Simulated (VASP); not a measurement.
# LiH (I4/mmm) in VASP: a series of runs

The runs below take LiH through single point, with PBE.

All numbers are computed with VASP 6.6.1; they aren't measurements. Logs are shortened: lines on timing, memory, paths and dates and some standing lists are left out, and cuts for length are marked.

## 1. The cell of the first run

The structure is tetragonal, space group I4/mmm (No. 139). Conventional cell: a = 2.644 Å, b = 2.644 Å, c = 4.390 Å, α = 90.00°, β = 90.00°, γ = 90.00°. Within 2.5 Å of Li (site symmetry 4/mmm) lie 6 H at 1.87 to 2.20 Å. H (site symmetry 4/mmm) has 6 Li at 1.87 to 2.20 Å within 2.5 Å.

## 2. Single point, PBE (strain -0.080 along x and y, +0.080 along z)

Input file INCAR:

```
SYSTEM = LiH
PREC = Accurate
ENCUT = 520
EDIFF = 1E-6
ISMEAR = 0
SIGMA = 0.05
LREAL = .False.
LASPH = .True.
NELM = 100
ALGO = Normal
ISIF = 2
LWAVE = .False.
LCHARG = .True.
GGA = PE
LELF = .True.
LVHAR = .True.
NBANDS = 9
```

Input file KPOINTS:

```
Automatic mesh
0
Gamma
  10 10 10
  0 0 0
```

Input file POSCAR:

```
LiH
1.0
    0.0000000000      1.8699000000      2.1951000000
    1.8699000000      0.0000000000      2.1951000000
    1.8699000000      1.8699000000      0.0000000000
Li H
1 1
Direct
    0.0000000000      0.0000000000      0.0000000000
    0.5000000000      0.5000000000      0.5000000000
```

Potentials or basis: VASP PAW PBE potentials, release 64 (Li_sv, H).

Launch:

```
cat potpaw_PBE.64/Li_sv/POTCAR potpaw_PBE.64/H/POTCAR > POTCAR
mpirun -np 1 vasp_std > vasp.out
```

OUTCAR:

```text
SYSTEM = LiH
   PREC = Accurate
   ENCUT = 520
   EDIFF = 1E-6
   ISMEAR = 0
   LREAL = .False.
   LASPH = .True.
   NELM = 100
   ISIF = 2
   GGA = PE

 ion  position               nearest neighbor table
   1  0.000  0.000  0.000-
   2  0.500  0.500  0.500-

  LATTYP: Found a body centered tetragonal cell.
 ALAT       =     2.6444379403
 C/A-ratio  =     1.6601637471

  Lattice vectors:

 A1 = (  -1.8699000000,   0.0000000000,   2.1951000000)
 A2 = (   1.8699000000,   0.0000000000,   2.1951000000)
 A3 = (   0.0000000000,   1.8699000000,  -2.1951000000)

Analysis of symmetry for initial positions (statically):
=====================================================================
 Subroutine PRICEL returns:
 Original cell was already a primitive cell.

 Routine SETGRP: Setting up the symmetry group for a
 body centered tetragonal supercell.

 Subroutine GETGRP returns: Found 16 space group operations
 (whereof 16 operations were pure point group operations)
 out of a pool of 16 trial point group operations.

The static configuration has the point symmetry D_4h.

Analysis of symmetry for dynamics (positions and initial velocities):
=====================================================================
 Subroutine PRICEL returns:
 Original cell was already a primitive cell.

 Routine SETGRP: Setting up the symmetry group for a
 body centered tetragonal supercell.

 Subroutine GETGRP returns: Found 16 space group operations
 (whereof 16 operations were pure point group operations)
 out of a pool of 16 trial point group operations.

The dynamic configuration has the point symmetry D_4h.

 Subroutine INISYM returns: Found 16 space group operations
 (whereof 16 operations are pure point group operations),
 and found     1 'primitive' translations

----------------------------------------------------------------------------------------

                                     Primitive cell

  volume of cell :      15.3504

  direct lattice vectors                    reciprocal lattice vectors
     0.000000000  1.869900000  2.195100000    -0.267393978  0.267393978  0.227780056
     1.869900000  0.000000000  2.195100000     0.267393978 -0.267393978  0.227780056
     1.869900000  1.869900000  0.000000000     0.267393978  0.267393978 -0.227780056

  length of vectors
     2.883572441  2.883572441  2.644437940     0.441455358  0.441455358  0.441455358

  position of ions in fractional coordinates (direct lattice)
     0.000000000  0.000000000  0.000000000
     0.500000000  0.500000000  0.500000000

  ion indices of the primitive-cell ions
   primitive index   ion index
                 1           1
                 2           2

----------------------------------------------------------------------------------------

 KPOINTS: Automatic mesh

Automatic generation of k-mesh.
 Grid dimensions read from file:
 generate k-points for:   10   10   10

 Generating k-lattice:

  Cartesian coordinates                     Fractional coordinates (reciprocal lattice)
    -0.026739398  0.026739398  0.022778006     0.100000000  0.000000000  0.000000000
     0.026739398 -0.026739398  0.022778006     0.000000000  0.100000000  0.000000000
     0.026739398  0.026739398 -0.022778006     0.000000000  0.000000000  0.100000000

  Length of vectors
     0.044145536  0.044145536  0.044145536

  Shift w.r.t. Gamma in fractional coordinates (k-lattice)
     0.000000000  0.000000000  0.000000000

 Subroutine IBZKPT returns following result:
 ===========================================

 Found    102 irreducible k-points:

 Following reciprocal coordinates:
            Coordinates               Weight
  0.000000  0.000000  0.000000      1.000000
  0.100000 -0.000000  0.000000      8.000000
  0.200000 -0.000000  0.000000      8.000000
  0.300000 -0.000000  0.000000      8.000000
  0.400000 -0.000000  0.000000      8.000000
  0.500000 -0.000000  0.000000      4.000000
[... 16 lines left out ...]
  0.300000  0.300000  0.000000      2.000000
  0.400000  0.300000  0.000000      8.000000
 [... further k-points ...]
   k-points           NKPTS =    102   k-points in BZ     NKDIM =    102   number of bands    NBANDS=      9
   number of dos      NEDOS =    301   number of ions     NIONS =      2
   total plane-waves  NPLWV =  11520
   dimension x,y,z NGX =    24 NGY =   24 NGZ =   20
   dimension x,y,z NGXF=    48 NGYF=   48 NGZF=   40
   ions per type =               1   1
   NGX,Y,Z   is equivalent  to a cutoff of  13.84, 13.84, 12.57 a.u.
   NGXF,Y,Z  is equivalent  to a cutoff of  27.67, 27.67, 25.15 a.u.
 SYSTEM =  LiH
   PREC   = accura    normal or accurate (medium, high low for compatibility)
   ISTART =      0    job   : 0-new  1-cont  2-samecut
   ICHARG =      2    charge: 1-file 2-atom 10-const
   ISPIN  =      1    spin polarized calculation?
   LNONCOLLINEAR =      F non collinear calculations
   LSORBIT =      F    spin-orbit coupling
   LASPH  =      T    aspherical Exc in radial PAW
   ENCUT  =  520.0 eV  38.22 Ry    6.18 a.u.   5.36  5.36  4.92*2*pi/ulx,y,z
   NELM   =    100;   NELMIN=  2; NELMDL= -5     # of ELM steps
   EDIFF  = 0.1E-05   stopping-criterion for ELM
   LREAL  =      F    real-space projection
   EDIFFG = 0.1E-04   stopping-criterion for IOM
   NSW    =      0    number of steps for IOM
   IBRION =     -1    ionic relax: 0-MD 1-quasi-New 2-CG
   NFREE  =      0    steps in history (QN), initial steepest desc. (CG)
   ISIF   =      2    stress and relaxation
   ISYM   =      2    0-nonsym 1-usesym 2-fastsym
   POTIM  = 0.5000    time-step for ionic-motion
   TEBEG  =    0.0;   TEEND  =   0.0 temperature during run
   PSTRESS=    0.0 pullay stress
   NELECT =       4.0000    total number of electrons
   NUPDOWN=      -1.0000    fix difference up-down
   EMIN   =  10.00;   EMAX   =-10.00  energy-range for DOS
   EFERMI =   0.00;   METHOD = LEGACY
   ISMEAR =     0;   SIGMA  =   0.05  broadening in eV -4-tet -1-fermi 0-gaus
   EFERMI_NEDOS =   21; number of points for ismear=-14 and -15
   IALGO  =     38    algorithm
   IMIX   =      4    mixing-type and parameters
     AMIX     =   0.40;   BMIX     =  1.00
     AMIX_MAG =   1.60;   BMIX_MAG =  1.00
  volume/ion in A,a.u.               =       7.68        51.79
  Fermi-wavevector in a.u.,A,eV,Ry     =   1.045654  1.975999 14.876492  1.093391
  Thomas-Fermi vector in A             =   2.180458
   LORBIT       =      0    0 simple, 1 ext, 2 COOP (PROOUT), +10 PAW based schemes
   GGA     = PE    functional components
   LHFCALC =     F    Hartree Fock is set to
   AEXX    =    0.0000 exact exchange contribution
   IVDW    =     0    specifies the selected vdW correction
   LEPSILON=     F    determine dielectric tensor
   LRPA    =     F    only Hartree local field effects (RPA)
 non-spin polarized calculation
 Gauss-broadening in eV      SIGMA  =   0.05
  energy-cutoff  :      520.00
  volume of cell :       15.35
 maximum number of plane-waves:       425
 NGX is ok and might be reduce to    24
   NGX = 11   NGY = 11   NGZ =  9

 number of electron       3.9999999 magnetization

 Free energy of the ion-electron system (eV)
  ---------------------------------------------------
  ext. energy  EPLUGINS =         0.00000000
  ---------------------------------------------------
  free energy    TOTEN  =        -6.05982812 eV

  energy without entropy =       -6.05982812  energy(sigma->0) =       -6.05982812

 E-fermi :   1.0873     XC(G=0):  -8.6340

 val. band max:        0.7505284992   @ k =   0.5000   0.0000   0.5000
 cond. band min:       1.9846818943   @ k =   0.5000   0.5000   0.0000
 fundamental gap:      1.2341533952
 Fermi energy:         1.0872566079

 k-point     1 :       0.0000    0.0000    0.0000
  band No.  band energies     occupation
      1     -43.9095      2.00000
      2      -5.2640      2.00000
      3      16.2697      0.00000
      4      18.5036      0.00000
      5      18.5036      0.00000
      6      19.3838      0.00000
      7      23.1947      0.00000
      8      23.7540      0.00000
      9      24.1917      0.00000

 k-point     2 :       0.1000   -0.0000    0.0000
  band No.  band energies     occupation
      1     -43.9039      2.00000
      2      -5.0861      2.00000
      3      14.9060      0.00000
      4      17.3896      0.00000
      5      18.3772      0.00000
      6      18.6828      0.00000
      7      22.3985      0.00000
      8      24.0655      0.00000
      9      24.8647      0.00000

 k-point     3 :       0.2000   -0.0000    0.0000
  band No.  band energies     occupation
      1     -43.8893      2.00000
      2      -4.5666      2.00000
      3      11.8911      0.00000
      4      15.4779      0.00000
      5      17.8411      0.00000
      6      18.2198      0.00000
      7      21.5077      0.00000
      8      24.8713      0.00000
      9      26.3682      0.00000

 k-point     4 :       0.3000   -0.0000    0.0000
  band No.  band energies     occupation
      1     -43.8711      2.00000
      2      -3.7676      2.00000
      3       8.7808      0.00000
      4      14.0961      0.00000
      5      17.3222      0.00000
      6      18.3127      0.00000
      7      20.1203      0.00000
      8      24.7268      0.00000
      9      26.1690      0.00000
[... 205 lines left out ...]
 k-point    22 :      -0.2000    0.2000    0.0000
  band No.  band energies     occupation
      1     -43.8620      2.00000
      2      -3.3696      2.00000
      3       9.5910      0.00000
      4       9.6845      0.00000
      5      17.8941      0.00000
      6      19.8478      0.00000
      7      23.4050      0.00000
      8      24.6791      0.00000
      9      25.6405      0.00000

 k-point    23 :       0.3000    0.3000    0.0000
  band No.  band energies     occupation
      1     -43.8760      2.00000
      2      -3.3163      2.00000
      3       6.9430      0.00000
      4      14.3892      0.00000
      5      14.3892      0.00000
      6      17.6844      0.00000
      7      19.2887      0.00000
      8      29.3872      0.00000
      9      33.2933      0.00000

 k-point    24 :       0.4000    0.3000    0.0000
  band No.  band energies     occupation
      1     -43.8665      2.00000
      2      -2.5184      2.00000
      3       5.3671      0.00000
      4      12.2462      0.00000
      5      14.0997      0.00000
      6      18.5174      0.00000
      7      20.0310      0.00000
      8      29.9045      0.00000
      9      33.5262      0.00000

 [... further k-points ...]
[... 5 lines left out ...]
  --------------------------------------------------------------------------------------
  -------------------------------------------------------------------------------------
  Total        0.6940206      0.6940206     -0.4436959      0.0000000      0.0000000      0.0000000
  in kB       72.4372317     72.4372317    -46.3100210      0.0000000      0.0000000      0.0000000
  external PRESSURE =      32.8548141 kB  Pullay stress =       0.0000000 kB

 VOLUME and BASIS-vectors are now :
 -----------------------------------------------------------------------------
  energy-cutoff  :      520.00
  volume of cell :       15.35
      direct lattice vectors                 reciprocal lattice vectors
     0.000000000  1.869900000  2.195100000    -0.267393978  0.267393978  0.227780056
     1.869900000  0.000000000  2.195100000     0.267393978 -0.267393978  0.227780056
     1.869900000  1.869900000  0.000000000     0.267393978  0.267393978 -0.227780056

 POSITION                                       TOTAL-FORCE (eV/Angst)
 -----------------------------------------------------------------------------------
      0.00000      0.00000      0.00000        -0.000000      0.000000     -0.000000
      1.86990      1.86990      2.19510         0.000000     -0.000000      0.000000
 -----------------------------------------------------------------------------------
    total drift:                                0.000000     -0.000000     -0.000000

  FREE ENERGIE OF THE ION-ELECTRON SYSTEM (eV)
  ---------------------------------------------------
  free  energy   TOTEN  =        -6.0598281213 eV

  energy  without entropy=       -6.0598281213  energy(sigma->0) =       -6.05982812
```

It took 21 s on 1 thread of AMD EPYC 7R13, shared host; peak memory 0.1 GiB.

Results:

```
Free energy            : -6.0598 eV
Band gap on the k mesh : 1.23 eV (least direct gap 2.55 eV)
```

Caveat: the cell differs from its parent crystal (strain -0.080 along x and y, +0.080 along z); the cutoff is under 1.25 times the usual one of these potentials, so pressure, stress and relaxed cells hold a basis-set (Pulay) error. A k mesh can miss the band edges.

[end of part 1 of 2]
